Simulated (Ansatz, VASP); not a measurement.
Two plane-wave programs on Si23BHO48

```
Si O B H
1.0
     9.83160    0.00000    0.00000
    -4.91580    8.51441    0.00000
     0.00000    0.00000   10.81820
Si O B H
23 48 1 1
Direct
  0.26969 0.00425 0.16595
  0.00087 0.26833 0.33343
  0.23001 0.23602 0.00111
  0.26657 0.00397 0.66825
  0.98771 0.26516 0.83639
  0.23738 0.24797 0.50465
  0.26891 0.50350 0.16943
  0.00717 0.76153 0.33461
  0.23789 0.73760 0.99952
  0.99960 0.76329 0.83477
  0.24449 0.73561 0.50164
  0.77046 0.99958 0.16779
  0.50055 0.27099 0.33631
  0.71970 0.22542 0.00675
  0.76694 0.99743 0.66626
  0.49579 0.26489 0.83888
  0.73155 0.22928 0.49976
  0.76718 0.50035 0.16873
  0.50821 0.76575 0.33694
  0.72850 0.72904 0.99673
  0.76786 0.49333 0.67198
  0.49344 0.75540 0.82568
  0.74012 0.73121 0.50282
  0.07018 0.21044 0.44537
  0.29496 0.36648 0.11081
  0.13764 0.43486 0.27873
  0.19997 0.07090 0.05998
  0.36613 0.30228 0.39329
  0.43201 0.14371 0.22421
  0.06673 0.21203 0.94395
  0.30312 0.38533 0.60936
  0.11336 0.44054 0.78519
  0.20978 0.08498 0.56537
  0.35823 0.29531 0.88967
  0.43136 0.13365 0.72992
  0.07663 0.69590 0.44163
  0.30650 0.87563 0.10363
  0.14302 0.92710 0.27811
  0.20825 0.57544 0.06195
  0.37652 0.80182 0.39293
  0.43565 0.63727 0.22609
  0.07029 0.70959 0.94822
  0.29504 0.86981 0.60710
  0.13155 0.92735 0.77454
  0.23013 0.57676 0.56041
  0.35865 0.78649 0.88353
  0.42847 0.62750 0.71503
  0.56688 0.20511 0.44544
  0.79188 0.36138 0.11214
  0.64037 0.43580 0.28138
  0.69387 0.06304 0.06594
  0.86018 0.29204 0.38840
  0.93666 0.13919 0.22155
  0.55427 0.20091 0.95454
  0.79495 0.35742 0.61207
  0.63878 0.42690 0.78263
  0.70407 0.06410 0.55527
  0.83983 0.27643 0.89086
  0.92894 0.13599 0.72560
  0.57366 0.69886 0.44568
  0.79604 0.86552 0.10238
  0.65017 0.92886 0.28368
  0.70334 0.56808 0.05958
  0.87148 0.78951 0.39411
  0.93522 0.63477 0.22255
  0.56261 0.69627 0.93824
  0.80243 0.86540 0.60942
  0.63282 0.92226 0.77285
  0.71102 0.56821 0.56421
  0.85652 0.78509 0.88483
  0.93753 0.62338 0.73028
  0.31542 0.52888 0.63263
  0.07049 0.49022 0.75848
```

Alike in both runs: task single point; functional PBE; dispersion D3(BJ); k mesh 1 × 1 × 1; occupations gaussian, width 0.02 eV; no spin polarisation.

|  | VASP | Ansatz |
| --- | --- | --- |
| version | VASP 6.6.1 | Ansatz 0.2.0 |
| potentials or method | VASP PAW PBE potentials, release 64 (Si, O, B, H) | scalar-relativistic, plane waves, PAW |
| plane-wave cutoff (eV) | 520 | 420 |
| valence electrons in the cell | 384 | 384 |

|  | VASP | Ansatz | Ansatz less VASP |
| --- | --- | --- | --- |
| gap on the k mesh at the Fermi level (eV) | 5.78 | 5.78 | +0.002 |
| least direct gap on the mesh (eV) | 5.78 | 5.78 | +0.002 |
